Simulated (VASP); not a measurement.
Input of a VASP 6.6.1 run:

The input INCAR:

```
SYSTEM = As
ALGO = Normal ; EDIFF = 1E-6
ENCUT = 510 ; GGA = PS
GGA_COMPAT = .False. ; ISIF = 2
ISMEAR = 0 ; IVDW = 12
LASPH = .True. ; LCHARG = .False.
LREAL = .False. ; LWAVE = .False.
NBANDS = 38 ; NELM = 120
PREC = Accurate ; SIGMA = 0.1
```

File KPOINTS:

```
k-points
0
Gamma
  6 6 4
  0 0 0
```

POSCAR

```
As
1.0
    1.8948147354     -5.2871237219     -0.0466236593
    1.8534730899      5.3183809062      0.0375316503
    0.0103420597     -0.0357209959      4.0336687943
As
4
Direct
    0.1407285446      0.8846957057      0.0474339788
    0.6231878545      0.4013550425      0.4564732954
    0.9086209756      0.1103166984      0.9586503352
    0.3916349061      0.6281501394      0.5492678333
```

Potentials or basis: VASP PAW PBE potentials, release 64 (As_d).

The run is started by

```console
$ cat potpaw_PBE.64/As_d/POTCAR > POTCAR
$ mpirun -np 1 vasp_std > vasp.out
```

Problem. What does it give for the largest force?

Solution. 0.054 eV/Å.

Problem. Estimate the pressure.

Solution. 0.1 GPa.

Problem. Predict the dispersion energy per atom.

Solution. -0.394 eV.

Stress tensor (GPa, compression positive):
```
 0.11 -0.05  0.03
-0.05  0.32 -0.05
 0.03 -0.05 -0.03
```

Caveat: the PAW data sets were made with another functional, which shifts forces and pressure a little.
